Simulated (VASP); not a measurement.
WC (Qusongite): electric field gradients with r2SCAN

Crystal: WC (Qusongite).

```xyz
2
Lattice="2.9065 0.0000 0.0000 -1.4532 2.5171 0.0000 0.0000 0.0000 2.8366" Properties=species:S:1:pos:R:3 pbc="T T T"
W     0.0000    0.0000    0.0000
C     1.4533    0.8390    1.4183
```

```yaml
Program: VASP 6.6.1
Task: electric field gradients
Functional: r2SCAN
Potentials_or_basis: VASP PAW PBE potentials, release 64 (W_sv, C)
Cutoff: 520 eV
k_mesh: 13 × 13 × 12
Occupations: fermi-dirac, width 0.05 eV
Spin: collinear spin, ferromagnetic start
Starting_moments: "[2.0, 0.0] μB"
Dipole_correction: no
Further_INCAR_settings: ALGO = Normal; EDIFF = 1e-08; NBANDS = 20
```

```json
{"Pressure": "3.4 GPa", "Band gap on the k mesh": "zero (filled and empty bands overlap)", "Net moment": "0.00 μB per cell", "Valence electrons inside the program's atomic spheres": "W 12.15; C 2.44"}
```

Stress tensor (GPa, compression positive):
```
3.80 0.00 0.00
0.00 3.80 0.00
0.00 0.00 2.48
```

Levels at points of the mesh, in eV from the Fermi level:
Spin up:
```tsv
k point	band 6	band 7	band 8	band 9	band 10	band 11	band 12	band 13
(0.00, 0.00, 0.00)	-4.50	-3.49	-3.49	0.10	3.41	3.41	5.96	5.96
(0.00, 0.00, 0.50)	-9.02	-2.10	-2.10	-0.58	-0.58	3.81	4.84	4.84
```
Spin down:
```tsv
k point	band 7	band 8	band 9	band 10	band 11	band 12
(0.00, 0.00, 0.00)	-3.49	-3.49	0.10	3.41	3.41	5.96
(0.00, 0.00, 0.50)	-2.10	-2.10	-0.58	-0.58	3.81	4.84
```

Electric field gradients, principal values (V/Å²):
```tsv
atom	least	middle	greatest (by size)
1 W	69.618	69.619	-139.238
2 C	-0.080	-0.081	0.161
```

It took 11 min on 1 thread of AMD EPYC 7R43 64-Core Processor (Zen 3) (shared host), peak memory 0.18 GiB.

Caveat: without QUAD_EFG the Cq values of the log hold for a quadrupole moment of 1 mb, not for the nuclei; the PAW data sets were made with another functional, which shifts forces and pressure a little; spin-orbit coupling is left out, which moves the levels of the heavy elements.
